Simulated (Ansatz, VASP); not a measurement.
**Fe: VASP beside Ansatz**

The input INCAR:

```
  PREC = Accurate
  ENCUT = 690
  EDIFF = 1E-7
  ISMEAR = 0
  SIGMA = 0.1
  LREAL = F
  LASPH = T
  NELM = 120
  ALGO = Normal
  ISIF = 3
  LWAVE = F
  LCHARG = F
  GGA = PE
  IBRION = 2
  NSW = 90
  EDIFFG = -0.04
  GGA_COMPAT = F
  NELMIN = 4
```

KPOINTS

```
Automatic mesh
0
Gamma
  6 6 6
```

POSCAR

```
Fe
1.0
    0.0000000000      2.3755431895      2.3755431895
    2.3755431895      0.0000000000      2.3755431895
    2.3755431895      2.3755431895      0.0000000000
Fe
2
Direct
    0.5000000000      0.5000000000      0.5000000000
    0.7500000000      0.7500000000      0.7500000000
```

Input for Ansatz:

```yaml
crystal:
  lattice:
    - [0.0, 2.3755431895, 2.3755431895]
    - [2.3755431895, 0.0, 2.3755431895]
    - [2.3755431895, 2.3755431895, 0.0]
  atoms:
    - { symbol: Fe, position: [0.5, 0.5, 0.5] }
    - { symbol: Fe, position: [0.75, 0.75, 0.75] }
basis:
  ecutwfc: 420
kpoints:
  mp_grid: { grid: [6, 6, 6] }
hamiltonian:
  xc: pbe
scf:
  occupations: { method: gaussian, width: 0.1 }
  lower_state_search: "off"
output:
  forces: true
  stress: true
  eigenvalues: true
relax:
  adjacent_minimum: "off"
  f_tol: 0.04
  max_steps: 70
  cell: { stress_tol: 0.4 }
```

Alike in both runs: task relaxation of cell and atoms; functional PBE; k mesh 6 × 6 × 6; occupations gaussian, width 0.1 eV; no spin polarisation.

|  | VASP | Ansatz |
| --- | --- | --- |
| version | VASP 6.6.1 | Ansatz 0.2.0 |
| potentials or method | VASP PAW PBE potentials, release 64 (Fe_sv), cutoff 690 eV | scalar-relativistic, plane waves, PAW |
| valence electrons in the cell | 32 | 32 |

|  | VASP | Ansatz | Ansatz less VASP |
| --- | --- | --- | --- |
| gap on the k mesh at the Fermi level, each at its own relaxed structure (eV) | none | none | - |
| relaxed volume (Å³/atom) | 14.35 | 14.46 | +0.117 |
| relaxed length of the cell vector where the two differ most in proportion (Å) | 3.436 | 3.446 | +0.0094 |

A gap of «none» marks a metal or a gap that the smearing closes.

The k mesh is coarse, so the values compare programs but aren't converged.
